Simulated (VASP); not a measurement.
# LiF: single point with LDA

The system is LiF.

```
Li F
1.0
     2.43156    0.00000    0.00000
     0.00000    2.43156    0.00000
     0.00000    0.00000    2.62352
Li F
1 1
Direct
  0.00000 0.00000 0.00000
  0.50000 0.50000 0.50000
```

This cell differs from its parent crystal: strain -0.050 along x and y, +0.025 along z.

```
Program                : VASP 6.6.1
Task                   : single point
Functional             : LDA
Potentials or basis    : VASP PAW LDA potentials, release 64 (Li_sv, F)
Cutoff                 : 520 eV
k mesh                 : 10 × 10 × 10
Occupations            : gaussian, width 0.05 eV
Spin                   : no spin polarisation
Dipole correction      : no
Further INCAR settings : ALGO = Normal; EDIFF = 1e-06; NBANDS = 12
```

```
Band gap on the k mesh : 7.67 eV (least direct gap 8.35 eV)
```

Levels at points of the mesh, in eV from the valence-band top:
| k point | band 1 | band 2 | band 3 | band 4 | band 5 | band 6 | band 7 | band 8 | band 9 | band 10 |
| --- | --- | --- | --- | --- | --- | --- | --- | --- | --- | --- |
| (0.00, 0.00, 0.00) | -41.87 | -20.99 | -1.57 | -0.68 | -0.68 | 7.67 | 17.82 | 19.66 | 19.77 | 21.88 |
| (0.50, 0.00, 0.00) | -41.78 | -20.32 | -4.36 | -0.95 | -0.21 | 8.65 | 14.67 | 18.73 | 21.70 | 24.18 |
| (0.50, 0.50, 0.00) | -41.71 | -19.57 | -3.79 | -3.79 | -0.54 | 13.53 | 13.53 | 13.66 | 18.78 | 23.08 |
| (0.00, 0.00, 0.50) | -41.82 | -20.62 | -4.34 | -0.35 | -0.35 | 9.34 | 13.60 | 20.84 | 20.84 | 24.69 |
| (0.50, 0.00, 0.50) | -41.74 | -19.83 | -4.13 | -3.85 | 0.00 | 12.98 | 13.10 | 14.28 | 20.17 | 24.90 |
| (0.50, 0.50, 0.50) | -41.68 | -19.19 | -2.87 | -2.87 | -2.55 | 10.45 | 10.45 | 11.06 | 23.37 | 25.28 |

It took 12 s on 1 thread of Intel Xeon 8259CL, on a shared host, peak memory 0.13 GiB.

Caveat: the cell differs from its parent crystal (strain -0.050 along x and y, +0.025 along z). A k mesh can miss the band edges.
